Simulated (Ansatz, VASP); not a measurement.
**InAs3: VASP beside Ansatz**

```
In As
1.0
     5.06506    0.00000    0.00000
     0.00000    5.06506    0.00000
     0.00000    0.00000    4.42166
In As
1 3
Direct
  0.00000 0.00000 0.00000
  0.50000 0.50000 0.00000
  0.00000 0.50000 0.50000
  0.50000 0.00000 0.50000
```

Change from the starting cell: species swapped into the Zr3Ag type (P4/mmm, No. 123).

Alike in both runs: task single point; functional PBE; k mesh 4 × 4 × 4; occupations gaussian, width 0.1 eV; no spin polarisation.

|  | VASP | Ansatz |
| --- | --- | --- |
| version | VASP 6.6.1 | Ansatz 0.2.0 |
| potentials or method | VASP PAW PBE potentials, release 64 (In_d, As), cutoff 520 eV | scalar-relativistic, plane waves, PAW |
| valence electrons in the cell | 28 | 58 |

VASP gave:

* gap on the k mesh at the Fermi level (eV): none
* pressure (GPa): -10.2
* traceless stress, the component that is largest in VASP (GPa): 0.53

Question: What did Ansatz give for the same quantities?

Answer: gap on the k mesh at the Fermi level (eV): none; pressure (GPa): -10.2; traceless stress, the component that is largest in VASP (GPa): 0.52.

A gap of «none» marks a metal or a gap that the smearing closes. VASP's potentials hold 28 valence electrons a cell and Ansatz's 58, so a difference there can come from the potentials and not from the codes.
